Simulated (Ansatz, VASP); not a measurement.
Two plane-wave programs on Hf

```xyz
1
Lattice="-1.8050 1.8050 1.8050 1.8050 -1.8050 1.8050 1.8050 1.8050 -1.8050" Properties=species:S:1:pos:R:3 pbc="T T T"
Hf    0.0000    0.0000    0.0000
```

Alike in both runs: task relaxation of cell and atoms; functional r2SCAN; k mesh 10 × 10 × 10; occupations fermi-dirac, width 0.05 eV; no spin polarisation.

|  | VASP | Ansatz |
| --- | --- | --- |
| version | VASP 6.6.1 | Ansatz 0.2.0 |
| potentials or method | VASP PAW PBE potentials, release 64 (Hf_pv) | Ansatz PAW |
| plane-wave cutoff (eV) | 600 | 500 |
| valence electrons in the cell | 10 | 26 |

```csv
,VASP,Ansatz,Ansatz less VASP
"gap on the k mesh at the Fermi level, each at its own relaxed structure (eV)",none,none,-
relaxed volume (Å³/atom),22.09,22.18,+0.088
relaxed cell length with the largest relative difference (Å),3.062,3.066,+0.0040
```

VASP's potentials were made for PBE, not for r2SCAN. A gap of «none» marks a metal or a gap that the smearing closes. VASP's potentials hold 10 valence electrons a cell and Ansatz's 26, so a difference there can come from the potentials and not from the codes.

Spin-orbit coupling is off throughout. Noted on Ansatz's run: the plane-wave basis is chosen anew once the cell has moved, so the energies of steps on either side of that aren't comparable.
